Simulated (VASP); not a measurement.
## ZrS2 (d4): single point with PBE+D4

The system is ZrS2 (d4).

```
Zr S
1.0
     3.64830    0.00000    0.00000
    -1.82415    3.15952    0.00000
     0.00000    0.00000    5.82263
Zr S
1 2
Direct
  0.00000 0.00000 0.00000
  0.66667 0.33333 0.74994
  0.33333 0.66667 0.25006
```

```yaml
Program: VASP 6.6.1
Task: single point
Functional: PBE
Dispersion: D4
Potentials_or_basis: VASP PAW PBE potentials, release 64 (Zr_sv, S)
Cutoff: 500 eV
k_mesh: 9 × 9 × 6
Occupations: gaussian, width 0.02 eV
Spin: no spin polarisation
```

```json
{
  "Pressure": "0.0 GPa",
  "Largest force": "0.007 eV/Å",
  "Band gap on the k mesh": "0.83 eV, indirect (least direct gap 1.51 eV)",
  "Dispersion energy per atom": "-0.279 eV"
}
```

Forces on the atoms (eV/Å):
```
Zr   0.000  0.000  0.000
S    0.000  0.000 -0.007
S    0.000  0.000  0.007
```

Levels at points of the mesh, in eV from the valence-band top:
```csv
k point,band 9,band 10,band 11,band 12,band 13,band 14,band 15,band 16
"(0.00, 0.00, 0.00)",-2.86,-0.16,-0.16,0.00,1.51,1.51,2.24,4.79
"(0.00, 0.00, 0.50)",-2.81,-1.94,-0.32,-0.32,1.47,1.47,2.62,5.23
```

It took 2.1 min on 1 thread of Intel Xeon 8259CL, on a shared host, peak memory 0.21 GiB.

A k mesh can miss the band edges. PBE gaps usually lie below the measured ones, often by a third to a half.
